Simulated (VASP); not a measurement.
# Zn (Pm-3m) in VASP: further runs, part 2 of 2

VASP 6.6.1. Earlier steps stand in the parts before.

## Step 3: Single point, LDA (volume scaled by 0.84)

File INCAR:

```
SYSTEM = Zn
PREC = Accurate
ENCUT = 520
EDIFF = 1E-6
ISMEAR = -1
SIGMA = 0.1
LREAL = .False.
LASPH = .True.
NELM = 80
ALGO = Normal
ISIF = 2
LWAVE = .False.
LCHARG = .False.
NBANDS = 12
```

File KPOINTS:

```
Automatic mesh
0
Gamma
  15 15 15
  0 0 0
```

File POSCAR:

```
Zn
1.0
    2.3810213000      0.0000000000      0.0000000000
    0.0000000000      2.3810213000      0.0000000000
    0.0000000000      0.0000000000      2.3810213000
Zn
1
Direct
    0.0000000000      0.0000000000      0.0000000000
```

Potentials or basis: VASP PAW LDA potentials, release 64 (Zn).

On the command line:

```console
> cat potpaw_LDA.64/Zn/POTCAR > POTCAR
> mpirun -np 1 vasp_std > vasp.out
```

OUTCAR:

```text
SYSTEM = Zn
   PREC = Accurate
   ENCUT = 520
   EDIFF = 1E-6
   ISMEAR = -1
   LREAL = .False.
   LASPH = .True.
   NELM = 80
   ISIF = 2

 ion  position               nearest neighbor table
   1  0.000  0.000  0.000-

  LATTYP: Found a simple cubic cell.
 ALAT       =     2.3810213000

  Lattice vectors:

 A1 = (   2.3810213000,   0.0000000000,   0.0000000000)
 A2 = (   0.0000000000,   2.3810213000,   0.0000000000)
 A3 = (   0.0000000000,   0.0000000000,   2.3810213000)

Analysis of symmetry for initial positions (statically):
=====================================================================
 Subroutine PRICEL returns:
 Original cell was already a primitive cell.

 Routine SETGRP: Setting up the symmetry group for a
 simple cubic supercell.

 Subroutine GETGRP returns: Found 48 space group operations
[... 9 lines left out ...]

 Routine SETGRP: Setting up the symmetry group for a
 simple cubic supercell.

 Subroutine GETGRP returns: Found 48 space group operations
[... 11 lines left out ...]
                                     Primitive cell

  volume of cell :      13.4986

[... 133 lines left out ...]

 E-fermi :   3.6198     XC(G=0): -12.4617

 val. band max:        3.5898075871   @ k =   0.4667   0.4000   0.1333
 cond. band min:       3.7571514524   @ k =   0.4667   0.3333   0.0000
 fundamental gap:      0.1673438654
 Fermi energy:         3.6198292170

 k-point     1 :       0.0000    0.0000    0.0000
  band No.  band energies     occupation
      1      -7.6148      2.00000
      2      -5.5449      2.00000
      3      -5.5449      2.00000
      4      -3.5774      2.00000
      5      -3.5774      2.00000
      6      -3.5774      2.00000
      7      18.3664      0.00000
      8      18.3664      0.00000
      9      18.3664      0.00000
     10      21.6794      0.00000
     11      21.6794      0.00000
     12      25.8509      0.00000
[... 331 lines left out ...]
 k-point    24 :       0.3333    0.2000    0.0000
  band No.  band energies     occupation
      1      -5.3500      2.00000
      2      -4.8862      2.00000
      3      -4.5551      2.00000
      4      -3.9884      2.00000
      5      -3.7304      2.00000
      6      -2.6543      2.00000
      7       6.5674      0.00000
      8      14.0618      0.00000
      9      22.6090      0.00000
     10      23.1297      0.00000
     11      25.6442      0.00000
     12      32.9917      0.00000

 [... further k-points ...]
[... 5 lines left out ...]
  --------------------------------------------------------------------------------------
  -------------------------------------------------------------------------------------
  Total        1.6968322      1.6968322      1.6968322     -0.0000000      0.0000000     -0.0000000
  in kB      201.4000827    201.4000827    201.4000827     -0.0000000      0.0000000     -0.0000000
  external PRESSURE =     201.4000827 kB  Pullay stress =       0.0000000 kB

 VOLUME and BASIS-vectors are now :
 -----------------------------------------------------------------------------
  energy-cutoff  :      520.00
  volume of cell :       13.50
      direct lattice vectors                 reciprocal lattice vectors
     2.381021300  0.000000000  0.000000000     0.419987843  0.000000000  0.000000000
     0.000000000  2.381021300  0.000000000     0.000000000  0.419987843  0.000000000
     0.000000000  0.000000000  2.381021300     0.000000000  0.000000000  0.419987843

 POSITION                                       TOTAL-FORCE (eV/Angst)
 -----------------------------------------------------------------------------------
      0.00000      0.00000      0.00000         0.000000      0.000000      0.000000
 -----------------------------------------------------------------------------------
    total drift:                               -0.000000      0.000000      0.000000

  FREE ENERGIE OF THE ION-ELECTRON SYSTEM (eV)
  ---------------------------------------------------
  free  energy   TOTEN  =        -1.4477479425 eV

  energy  without entropy=       -1.4373896342  energy(sigma->0) =       -1.44256879
```

OSZICAR:

```text
N       E                     dE             d eps       ncg     rms          rms(c)
DAV:   1     0.416865948474E+02    0.41687E+02   -0.66576E+03  3028   0.163E+03
DAV:   2    -0.347759896734E+00   -0.42034E+02   -0.39672E+02  2980   0.217E+02
DAV:   3    -0.161444339940E+01   -0.12667E+01   -0.12650E+01  3380   0.371E+01
DAV:   4    -0.161717519158E+01   -0.27318E-02   -0.27317E-02  3116   0.165E+00
DAV:   5    -0.161717712257E+01   -0.19310E-05   -0.19311E-05  3312   0.436E-02    0.408E+00
DAV:   6    -0.146682108838E+01    0.15036E+00   -0.76054E-01  3492   0.178E+01    0.272E+00
DAV:   7    -0.145344911176E+01    0.13372E-01   -0.18152E-02  3080   0.269E+00    0.138E+00
DAV:   8    -0.144777359694E+01    0.56755E-02   -0.19422E-03  3780   0.583E-01    0.370E-02
DAV:   9    -0.144774720409E+01    0.26393E-04   -0.10942E-04  4368   0.162E-01    0.170E-02
DAV:  10    -0.144774794246E+01   -0.73837E-06   -0.51292E-06  3032   0.279E-02
   1 F= -.14477479E+01 E0= -.14425688E+01  d E =-.103583E-01
```

It took 7.1 s on 1 thread of Intel Xeon 6975P-C, shared host; peak memory 0.12 GiB.

What came out:

| Property | Result |
| --- | --- |
| Free energy | -1.4477 eV |
| Pressure | 20.1 GPa |
| Band gap on the k mesh | zero (band 6 reaches 9.52 eV, above the bottom of band 7 at 1.42 eV) |

## Step 4: Single point, LDA (volume scaled by 0.84)

File INCAR:

```
SYSTEM = Zn
PREC     = Accurate       ! precision mode
ENCUT    = 520            ! plane-wave cutoff, eV
EDIFF    = 1E-6           ! SCF threshold, eV
ISMEAR   = -1             ! smearing method
SIGMA    = 0.1            ! smearing width, eV
LREAL    = .False.        ! projectors in reciprocal space
LASPH    = .True.         ! aspherical terms in the spheres
NELM     = 60             ! most SCF steps
ALGO     = Normal         ! electronic algorithm
ISIF     = 2              ! what is computed and relaxed
LWAVE    = .False.        ! write WAVECAR
LCHARG   = .False.        ! write CHGCAR
GGA      = CA             ! functional
NBANDS   = 12             ! bands
```

KPOINTS is that of step 3.

POSCAR is that of step 3.

On the command line:

```console
> cat potpaw_LDA.64/Zn/POTCAR > POTCAR
> mpirun -np 1 vasp_std > vasp.out
```

Run time: 7.2 s. Hardware: 1 thread of Intel Xeon 6975P-C, shared host; peak memory 0.13 GiB.

It converged, with:

```
Free energy            : -1.4477 eV
Pressure               : 20.1 GPa
Band gap on the k mesh : zero (band 6 reaches 9.52 eV, above the bottom of band 7 at 1.42 eV)
```

Levels at points of the mesh, in eV from the Fermi level:
```csv
k point,band 4,band 5,band 6,band 7,band 8,band 9
"(0.00, 0.00, 0.00)",-7.20,-7.20,-7.20,14.75,14.75,14.75
```
